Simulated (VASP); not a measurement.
# PW (zincblende type) (F-43m) in VASP: further runs

PW (zincblende type) is run at these levels: LDA; tasks: single point.

Program: VASP 6.6.1. These are calculated values, not measurements. Logs are shortened: lines on timing, memory, paths and dates and some standing lists are left out, and cuts for length are marked.

## Step 1: The cell of the first run

It takes space group F-43m (No. 216, cubic). The conventional cell has a = 4.094 Å, b = 4.094 Å, c = 4.094 Å, α = 90.00°, β = 90.00°, γ = 90.00°. Within 2.4 Å of W (site symmetry -43m) lie 4 P at 1.77 Å. Within 2.4 Å of P (site symmetry -43m) lie 4 W at 1.77 Å.

## Step 2: Single point, LDA (volume scaled by 0.45, level accurate)

INCAR reads:

```
SYSTEM = PW
ALGO = Normal
EDIFF = 1E-7
ENCUT = 520
ISIF = 2
ISMEAR = -1
LASPH = .True.
LCHARG = .True.
LELF = .True.
LREAL = .False.
LVHAR = .True.
LWAVE = .False.
NBANDS = 16
NELM = 100
PREC = Accurate
SIGMA = 0.1
```

KPOINTS reads:

```
k-points
0
Gamma
  12 12 12
  0 0 0
```

POSCAR reads:

```
PW
1.0
    0.0000000000      2.0468074028      2.0468074028
    2.0468074028      0.0000000000      2.0468074028
    2.0468074028      2.0468074028      0.0000000000
W P
1 1
Direct
    0.0000000000      0.0000000000      0.0000000000
    0.2500000000      0.2500000000      0.2500000000
```

Potentials or basis: VASP PAW LDA potentials, release 64 (W_sv, P).

Launch:

```
$ cat potpaw_LDA.64/W_sv/POTCAR potpaw_LDA.64/P/POTCAR > POTCAR
$ mpirun -np 1 vasp_std > vasp.out
```

OUTCAR:

```text
SYSTEM = PW
   EDIFF = 1E-7
   ENCUT = 520
   ISIF = 2
   ISMEAR = -1
   LASPH = .True.
   LREAL = .False.
   NELM = 100
   PREC = Accurate

 ion  position               nearest neighbor table
   1  0.000  0.000  0.000-   2 1.77   2 1.77   2 1.77   2 1.77
   2  0.250  0.250  0.250-   1 1.77   1 1.77   1 1.77   1 1.77

  LATTYP: Found a face centered cubic cell.
 ALAT       =     4.0936148056

  Lattice vectors:

 A1 = (   0.0000000000,   2.0468074028,   2.0468074028)
 A2 = (   2.0468074028,   0.0000000000,   2.0468074028)
 A3 = (   2.0468074028,   2.0468074028,   0.0000000000)

Analysis of symmetry for initial positions (statically):
=====================================================================
 Subroutine PRICEL returns:
 Original cell was already a primitive cell.

 Routine SETGRP: Setting up the symmetry group for a
 face centered cubic supercell.

 Subroutine GETGRP returns: Found 24 space group operations
 (whereof 24 operations were pure point group operations)
 out of a pool of 48 trial point group operations.

The static configuration has the point symmetry T_d .

Analysis of symmetry for dynamics (positions and initial velocities):
=====================================================================
 Subroutine PRICEL returns:
 Original cell was already a primitive cell.

 Routine SETGRP: Setting up the symmetry group for a
 face centered cubic supercell.

 Subroutine GETGRP returns: Found 24 space group operations
 (whereof 24 operations were pure point group operations)
 out of a pool of 48 trial point group operations.

The dynamic configuration has the point symmetry T_d .

 Subroutine INISYM returns: Found 24 space group operations
 (whereof 24 operations are pure point group operations),
 and found     1 'primitive' translations

----------------------------------------------------------------------------------------

                                     Primitive cell

  volume of cell :      17.1499

  direct lattice vectors                    reciprocal lattice vectors
     0.000000000  2.046807403  2.046807403    -0.244282877  0.244282877  0.244282877
     2.046807403  0.000000000  2.046807403     0.244282877 -0.244282877  0.244282877
     2.046807403  2.046807403  0.000000000     0.244282877  0.244282877 -0.244282877

  length of vectors
     2.894622789  2.894622789  2.894622789     0.423110354  0.423110354  0.423110354

  position of ions in fractional coordinates (direct lattice)
     0.000000000  0.000000000  0.000000000
     0.250000000  0.250000000  0.250000000

  ion indices of the primitive-cell ions
   primitive index   ion index
                 1           1
                 2           2

----------------------------------------------------------------------------------------

 KPOINTS: k-points

Automatic generation of k-mesh.
 Grid dimensions read from file:
 generate k-points for:   12   12   12

 Generating k-lattice:

  Cartesian coordinates                     Fractional coordinates (reciprocal lattice)
    -0.020356906  0.020356906  0.020356906     0.083333333  0.000000000  0.000000000
     0.020356906 -0.020356906  0.020356906     0.000000000  0.083333333  0.000000000
     0.020356906  0.020356906 -0.020356906     0.000000000  0.000000000  0.083333333

  Length of vectors
     0.035259196  0.035259196  0.035259196

  Shift w.r.t. Gamma in fractional coordinates (k-lattice)
     0.000000000  0.000000000  0.000000000

 Subroutine IBZKPT returns following result:
 ===========================================

 Found     72 irreducible k-points:

 Following reciprocal coordinates:
            Coordinates               Weight
  0.000000  0.000000  0.000000      1.000000
  0.083333  0.000000  0.000000      8.000000
  0.166667  0.000000  0.000000      8.000000
  0.250000  0.000000  0.000000      8.000000
  0.333333  0.000000  0.000000      8.000000
  0.416667  0.000000  0.000000      8.000000
[... 16 lines left out ...]
  0.500000  0.166667  0.000000     24.000000
 -0.416667  0.166667  0.000000     24.000000
 [... further k-points ...]
   k-points           NKPTS =     72   k-points in BZ     NKDIM =     72   number of bands    NBANDS=     16
   number of dos      NEDOS =    301   number of ions     NIONS =      2
   total plane-waves  NPLWV =  13824
   dimension x,y,z NGX =    24 NGY =   24 NGZ =   24
   dimension x,y,z NGXF=    48 NGYF=   48 NGZF=   48
   ions per type =               1   1
   NGX,Y,Z   is equivalent  to a cutoff of  13.78, 13.78, 13.78 a.u.
   NGXF,Y,Z  is equivalent  to a cutoff of  27.57, 27.57, 27.57 a.u.
 SYSTEM =  PW
   PREC   = accura    normal or accurate (medium, high low for compatibility)
   ISTART =      0    job   : 0-new  1-cont  2-samecut
   ICHARG =      2    charge: 1-file 2-atom 10-const
   ISPIN  =      1    spin polarized calculation?
   LNONCOLLINEAR =      F non collinear calculations
   LSORBIT =      F    spin-orbit coupling
   LASPH  =      T    aspherical Exc in radial PAW
   ENCUT  =  520.0 eV  38.22 Ry    6.18 a.u.   5.38  5.38  5.38*2*pi/ulx,y,z
   NELM   =    100;   NELMIN=  2; NELMDL= -5     # of ELM steps
   EDIFF  = 0.1E-06   stopping-criterion for ELM
   LREAL  =      F    real-space projection
   EDIFFG = 0.1E-05   stopping-criterion for IOM
   NSW    =      0    number of steps for IOM
   IBRION =     -1    ionic relax: 0-MD 1-quasi-New 2-CG
   NFREE  =      0    steps in history (QN), initial steepest desc. (CG)
   ISIF   =      2    stress and relaxation
   ISYM   =      2    0-nonsym 1-usesym 2-fastsym
   POTIM  = 0.5000    time-step for ionic-motion
   TEBEG  =    0.0;   TEEND  =   0.0 temperature during run
   PSTRESS=    0.0 pullay stress
   NELECT =      19.0000    total number of electrons
   NUPDOWN=      -1.0000    fix difference up-down
   EMIN   =  10.00;   EMAX   =-10.00  energy-range for DOS
   EFERMI =   0.00;   METHOD = LEGACY
   ISMEAR =    -1;   SIGMA  =   0.10  broadening in eV -4-tet -1-fermi 0-gaus
   EFERMI_NEDOS =   21; number of points for ismear=-14 and -15
   IALGO  =     38    algorithm
   IMIX   =      4    mixing-type and parameters
     AMIX     =   0.40;   BMIX     =  1.00
     AMIX_MAG =   1.60;   BMIX_MAG =  1.00
  volume/ion in A,a.u.               =       8.57        57.87
  Fermi-wavevector in a.u.,A,eV,Ry     =   1.693970  3.201139 39.042386  2.869534
  Thomas-Fermi vector in A             =   2.775280
   LORBIT       =      0    0 simple, 1 ext, 2 COOP (PROOUT), +10 PAW based schemes
   GGA     = CA    functional components
   LHFCALC =     F    Hartree Fock is set to
   AEXX    =    0.0000 exact exchange contribution
   IVDW    =     0    specifies the selected vdW correction
   LEPSILON=     F    determine dielectric tensor
   LRPA    =     F    only Hartree local field effects (RPA)
 non-spin polarized calculation
  energy-cutoff  :      520.00
  volume of cell :       17.15
 maximum number of plane-waves:       477
 NGX is ok and might be reduce to    24
   NGX = 11   NGY = 11   NGZ = 11

 number of electron      19.0000000 magnetization

 Free energy of the ion-electron system (eV)
  ---------------------------------------------------
  ext. energy  EPLUGINS =         0.00000000
  ---------------------------------------------------
  free energy    TOTEN  =         1.14268512 eV

  energy without entropy =        1.17032848  energy(sigma->0) =        1.15650680

 E-fermi :  19.5240     XC(G=0): -15.4584

 val. band max:       19.5237030271   @ k =   0.5000   0.0000   0.0000
 cond. band min:      19.5305308907   @ k =  -0.1667   0.2500   0.0833
 fundamental gap:      0.0068278636
 Fermi energy:        19.5239593050

 k-point     1 :       0.0000    0.0000    0.0000
  band No.  band energies     occupation
      1     -53.6113      2.00000
      2     -18.7666      2.00000
      3     -18.7666      2.00000
      4     -18.7666      2.00000
      5       2.6639      2.00000
      6      11.1233      2.00000
[... 8 lines left out ...]
     15      36.9210      0.00000
     16      43.9017      0.00000

 k-point     2 :       0.0833    0.0000    0.0000
  band No.  band energies     occupation
      1     -53.6025      2.00000
      2     -18.8845      2.00000
      3     -18.7805      2.00000
      4     -18.7805      2.00000
      5       2.9707      2.00000
      6      11.0180      2.00000
[... 8 lines left out ...]
     15      37.6075      0.00000
     16      40.7551      0.00000

 k-point     3 :       0.1667    0.0000    0.0000
  band No.  band energies     occupation
      1     -53.5781      2.00000
      2     -19.1958      2.00000
      3     -18.8182      2.00000
      4     -18.8182      2.00000
      5       3.7921      2.00000
      6      10.8267      2.00000
[... 8 lines left out ...]
     15      36.3752      0.00000
     16      38.3552      0.00000

 k-point     4 :       0.2500    0.0000    0.0000
  band No.  band energies     occupation
      1     -53.5447      2.00000
      2     -19.5984      2.00000
      3     -18.8692      2.00000
      4     -18.8692      2.00000
      5       4.8271      2.00000
      6      10.8668      2.00000
[... 8 lines left out ...]
     15      34.0858      0.00000
     16      35.8030      0.00000

 k-point     5 :       0.3333    0.0000    0.0000
  band No.  band energies     occupation
      1     -53.5111      2.00000
      2     -19.9784      2.00000
      3     -18.9195      2.00000
      4     -18.9195      2.00000
      5       5.6393      2.00000
      6      11.4792      2.00000
[... 8 lines left out ...]
     15      35.3298      0.00000
     16      36.5409      0.00000

 k-point     6 :       0.4167    0.0000    0.0000
  band No.  band energies     occupation
      1     -53.4865      2.00000
      2     -20.2441      2.00000
      3     -18.9559      2.00000
      4     -18.9559      2.00000
      5       6.0152      2.00000
      6      11.7798      2.00000
[... 8 lines left out ...]
     15      38.2624      0.00000
     16      38.7903      0.00000
[... 267 lines left out ...]
 k-point    21 :       0.3333    0.1667    0.0000
  band No.  band energies     occupation
      1     -53.5114      2.00000
      2     -19.7658      2.00000
      3     -19.0384      2.00000
      4     -19.0270      2.00000
      5       5.9991      2.00000
      6       9.8287      2.00000
[... 8 lines left out ...]
     15      34.5880      0.00000
     16      35.0860      0.00000

 k-point    22 :       0.4167    0.1667    0.0000
  band No.  band energies     occupation
      1     -53.4837      2.00000
      2     -20.0344      2.00000
      3     -19.1283      2.00000
      4     -19.0580      2.00000
      5       6.6838      2.00000
      6      10.2897      2.00000
[... 8 lines left out ...]
     15      35.6280      0.00000
     16      35.7421      0.00000

 k-point    23 :       0.5000    0.1667    0.0000
  band No.  band energies     occupation
      1     -53.4664      2.00000
      2     -20.1909      2.00000
      3     -19.2114      2.00000
      4     -19.0575      2.00000
      5       6.9765      2.00000
      6      10.6835      2.00000
[... 8 lines left out ...]
     15      36.8768      0.00000
     16      36.8817      0.00000

 k-point    24 :      -0.4167    0.1667    0.0000
  band No.  band energies     occupation
      1     -53.4642      2.00000
      2     -20.2039      2.00000
      3     -19.2625      2.00000
      4     -19.0258      2.00000
      5       7.0423      2.00000
      6      10.8459      2.00000
[... 8 lines left out ...]
     15      36.5544      0.00000
     16      37.3909      0.00000

 [... further k-points ...]
[... 5 lines left out ...]
  --------------------------------------------------------------------------------------
  -------------------------------------------------------------------------------------
  Total       61.5797857     61.5797857     61.5797857      0.0000000      0.0000000      0.0000000
  in kB     5752.9132168   5752.9132168   5752.9132168      0.0000000      0.0000000      0.0000000
  external PRESSURE =    5752.9132168 kB  Pullay stress =       0.0000000 kB

 VOLUME and BASIS-vectors are now :
 -----------------------------------------------------------------------------
  energy-cutoff  :      520.00
  volume of cell :       17.15
      direct lattice vectors                 reciprocal lattice vectors
     0.000000000  2.046807403  2.046807403    -0.244282877  0.244282877  0.244282877
     2.046807403  0.000000000  2.046807403     0.244282877 -0.244282877  0.244282877
     2.046807403  2.046807403  0.000000000     0.244282877  0.244282877 -0.244282877

 POSITION                                       TOTAL-FORCE (eV/Angst)
 -----------------------------------------------------------------------------------
      0.00000      0.00000      0.00000        -0.000000      0.000000     -0.000000
      1.02340      1.02340      1.02340         0.000000     -0.000000      0.000000
 -----------------------------------------------------------------------------------
    total drift:                               -0.000000     -0.000000     -0.000000

  FREE ENERGIE OF THE ION-ELECTRON SYSTEM (eV)
  ---------------------------------------------------
  free  energy   TOTEN  =         1.1426851194 eV

  energy  without entropy=        1.1703284805  energy(sigma->0) =        1.15650680
```

Run time: 16 s. Hardware: 1 thread of Intel Xeon 8259CL, shared host; peak memory 0.15 GiB.

Results:

```
Free energy : 1.1427 eV
Pressure    : 575.3 GPa
```

Caveat: spin-orbit coupling is left out, which moves the levels of the heavy elements.

## Step 3: Single point, LDA (volume scaled by 0.52)

INCAR reads:

```
  PREC = Accurate
  ENCUT = 520
  EDIFF = 1E-6
  ISMEAR = -1
  SIGMA = 0.1
  LREAL = False
  LASPH = True
  NELM = 80
  ALGO = Normal
  ISIF = 2
  LWAVE = False
  LCHARG = False
  NBANDS = 16
```

KPOINTS reads:

```
regular mesh
0
Gamma
  12 12 12
```

POSCAR reads:

```
PW
1.0
    0.0000000000      2.1478663577      2.1478663577
    2.1478663577      0.0000000000      2.1478663577
    2.1478663577      2.1478663577      0.0000000000
W P
1 1
Direct
    0.0000000000      0.0000000000      0.0000000000
    0.2500000000      0.2500000000      0.2500000000
```

Potentials or basis: VASP PAW LDA potentials, release 64 (W_sv, P).

Launch:

```
$ cat potpaw_LDA.64/W_sv/POTCAR potpaw_LDA.64/P/POTCAR > POTCAR
$ mpirun -np 1 vasp_std > vasp.out
```

OUTCAR:

```text
PREC = Accurate
   ENCUT = 520
   EDIFF = 1E-6
   ISMEAR = -1
   LREAL = False
   LASPH = True
   NELM = 80
   ISIF = 2

 ion  position               nearest neighbor table
   1  0.000  0.000  0.000-   2 1.86   2 1.86   2 1.86   2 1.86
   2  0.250  0.250  0.250-   1 1.86   1 1.86   1 1.86   1 1.86

  LATTYP: Found a face centered cubic cell.
 ALAT       =     4.2957327154

  Lattice vectors:

 A1 = (   0.0000000000,   2.1478663577,   2.1478663577)
 A2 = (   2.1478663577,   0.0000000000,   2.1478663577)
 A3 = (   2.1478663577,   2.1478663577,   0.0000000000)
[... 622 lines left out ...]
      3     -21.5790      2.00000
      4     -21.4308      2.00000
      5       4.4702      2.00000
      6       9.0212      2.00000
[... 8 lines left out ...]
     15      32.0485      0.00000
     16      32.6709      0.00000

 [... further k-points ...]
[... 5 lines left out ...]
  --------------------------------------------------------------------------------------
  -------------------------------------------------------------------------------------
  Total       45.0923341     45.0923341     45.0923341     -0.0000000      0.0000000      0.0000000
  in kB     3645.5372165   3645.5372165   3645.5372165     -0.0000000      0.0000000      0.0000000
  external PRESSURE =    3645.5372165 kB  Pullay stress =       0.0000000 kB

 VOLUME and BASIS-vectors are now :
 -----------------------------------------------------------------------------
  energy-cutoff  :      520.00
  volume of cell :       19.82
      direct lattice vectors                 reciprocal lattice vectors
     0.000000000  2.147866358  2.147866358    -0.232789158  0.232789158  0.232789158
     2.147866358  0.000000000  2.147866358     0.232789158 -0.232789158  0.232789158
     2.147866358  2.147866358  0.000000000     0.232789158  0.232789158 -0.232789158

 POSITION                                       TOTAL-FORCE (eV/Angst)
 -----------------------------------------------------------------------------------
      0.00000      0.00000      0.00000        -0.000000     -0.000000      0.000000
      1.07393      1.07393      1.07393         0.000000      0.000000     -0.000000
 -----------------------------------------------------------------------------------
    total drift:                               -0.000001     -0.000001     -0.000001

  FREE ENERGIE OF THE ION-ELECTRON SYSTEM (eV)
  ---------------------------------------------------
  free  energy   TOTEN  =        -6.5398707835 eV

  energy  without entropy=       -6.5025430770  energy(sigma->0) =       -6.52120693
```

OSZICAR:

```text
N       E                     dE             d eps       ncg     rms          rms(c)
DAV:   1     0.142265232620E+03    0.14227E+03   -0.96562E+03  2304   0.130E+03
DAV:   2    -0.436272552858E+01   -0.14663E+03   -0.14253E+03  2736   0.357E+02
DAV:   3    -0.778280833480E+01   -0.34201E+01   -0.34100E+01  2776   0.526E+01
DAV:   4    -0.779897304549E+01   -0.16165E-01   -0.16164E-01  2944   0.403E+00
DAV:   5    -0.779910580841E+01   -0.13276E-03   -0.13276E-03  2712   0.351E-01    0.603E+01
DAV:   6    -0.677546265723E+01    0.10236E+01   -0.10279E+00  2528   0.780E+00    0.308E+01
DAV:   7    -0.655065406298E+01    0.22481E+00   -0.47767E-01  2896   0.459E+00    0.578E+00
DAV:   8    -0.654208976831E+01    0.85643E-02   -0.34888E-02  2664   0.199E+00    0.832E-01
DAV:   9    -0.653986728919E+01    0.22225E-02   -0.61701E-03  2672   0.743E-01    0.194E-01
DAV:  10    -0.653987061381E+01   -0.33246E-05   -0.14998E-04  2840   0.102E-01    0.442E-02
DAV:  11    -0.653987078349E+01   -0.16967E-06   -0.39130E-06  2792   0.151E-02
   1 F= -.65398708E+01 E0= -.65212069E+01  d E =-.373277E-01
```

It took 17 s on 1 thread of Intel Xeon 8259CL, shared host; peak memory 0.14 GiB.

What came out:

```yaml
Free_energy: -6.5399 eV
Pressure: 364.6 GPa
```

Caveat: spin-orbit coupling is left out, which moves the levels of the heavy elements.
